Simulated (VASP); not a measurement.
Write the native input for VASP 6.6.1 that does the following.

- Task: single point
- Functional: LDA
- Potentials or basis: VASP PAW LDA potentials, release 64 (Cd)
- Cutoff: 520 eV
- k mesh: 10 × 10 × 10
- Occupations: gaussian, width 0.1 eV
- Spin: collinear spin, zero start
- Starting moments: [0.01] μB
- Dipole correction: no
- Further INCAR settings: ALGO = Normal; EDIFF = 1e-06; NBANDS = 16

The structure of Cd lies in POSCAR:

```
Cd
1.0
    1.5918850000      0.9328280000      2.4843810000
   -1.6405130000      0.9912850000      2.4941490000
    0.0263110000     -1.7857470000      2.4368180000
Cd
1
Direct
   -0.0081760000     -0.0044770000     -0.0026550000
```

This cell differs from its parent crystal: the cell strained at random.

One way to write it, as run:

INCAR

```
SYSTEM = Cd
PREC = Accurate ; ENCUT = 520
EDIFF = 1E-6 ; ISMEAR = 0
SIGMA = 0.1 ; LREAL = .FALSE.
LASPH = .TRUE. ; NELM = 150
ALGO = Normal ; ISIF = 2
LWAVE = .FALSE. ; LCHARG = .FALSE.
ISPIN = 2 ; MAGMOM = 0.01
LORBIT = 11 ; GGA = CA
NBANDS = 16
```

KPOINTS

```
regular mesh
0
G
  10 10 10
  0 0 0
```

Potentials or basis: VASP PAW LDA potentials, release 64 (Cd).

Run with:

```sh
$ cat potpaw_LDA.64/Cd/POTCAR > POTCAR
$ mpirun -np 1 vasp_std > vasp.out
```

Results of the run:

The pressure is -4.5 GPa and the band gap on the k mesh is zero (filled and empty bands overlap). The net moment is 0.00 μB per cell and the valence electrons inside the program's atomic spheres are Cd 10.31.

Caveat: the cell differs from its parent crystal (the cell strained at random); the cell stands under tension.

It took 68 s on 1 thread of Intel(R) Xeon(R) 6975P-C (Granite Rapids), on a shared host, peak memory 0.33 GiB.
